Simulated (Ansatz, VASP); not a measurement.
**AgRh: VASP beside Ansatz**

```
Ag Rh
1.0
     2.64140    0.00000    0.00000
    -1.32070    2.28752    0.00000
     0.00000    0.00000    4.57283
Ag Rh
1 1
Direct
  0.00000 0.00000 0.50000
  0.66667 0.33333 0.00000
```

Change from the starting cell: volume scaled by 0.86, PAW files.

Alike in both runs: task single point; functional PBE; k mesh 14 × 14 × 7; occupations fermi-dirac, width 0.05 eV; collinear spin.

|  | VASP | Ansatz |
| --- | --- | --- |
| version | VASP 6.6.1 | Ansatz 0.2.0 |
| potentials or method | VASP PAW PBE potentials, release 64 (Ag, Rh_pv) | PAW with Ansatz's default frozen-core files, scalar-relativistic |
| plane-wave cutoff (eV) | 520 | 420 |
| valence electrons in the cell | 26 | 36 |

```tsv
	VASP	Ansatz	Ansatz less VASP
pressure (GPa)	30.7	31.0	+0.27
traceless stress, the component that is largest in VASP (GPa)	-4.38	-4.45	-0.069
net moment per atom (μB)	0.13	0.13	-0.001
size of the moment on the site where the two differ most (μB)	0.25	0.24	-0.008
```

Site moments also hang on the region over which each program counts them. Both programs put the cell under a high pressure, so it lies far from rest at this level. VASP's potentials hold 26 valence electrons a cell and Ansatz's 36, so a difference there can come from the potentials and not from the codes.
